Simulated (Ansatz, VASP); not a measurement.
# One calculation of BaHfO3, two programs

```
Ba Hf O
1.0
     4.20581    0.00000    0.00000
     0.00000    4.20581    0.00000
     0.00000    0.00000    4.20581
Ba Hf O
1 1 3
Direct
  0.50000 0.50000 0.50000
  0.00000 0.00000 0.00000
  0.50000 0.00000 0.00000
  0.00000 0.50000 0.00000
  0.00000 0.00000 0.50000
```

Alike in both runs: functional PBE; k mesh 6 × 6 × 6; occupations gaussian, width 0.1 eV; no spin polarisation.

Ansatz relaxed the structure, and its values are those at the end. VASP's run is a single point on that final structure, the one shown.

|  | VASP | Ansatz |
| --- | --- | --- |
| version | VASP 6.6.1 | Ansatz 0.2.0 |
| potentials or method | VASP PAW PBE potentials, release 64 (Ba_sv, Hf_pv, O), cutoff 520 eV | scalar-relativistic, plane waves, PAW |
| valence electrons in the cell | 38 | 54 |

VASP gave:

```
gap on the k mesh at the Fermi level (eV) : 3.54
least direct gap on the mesh (eV)         : 3.78
pressure (GPa)                            : -0.5
```

Problem. What did Ansatz give for the same quantities?

Solution. gap on the k mesh at the Fermi level (eV): 3.62; least direct gap on the mesh (eV): 3.76; pressure (GPa): 0.0.

VASP's potentials hold 38 valence electrons a cell and Ansatz's 54, so a difference there can come from the potentials and not from the codes.

Neither program's run includes spin-orbit coupling.
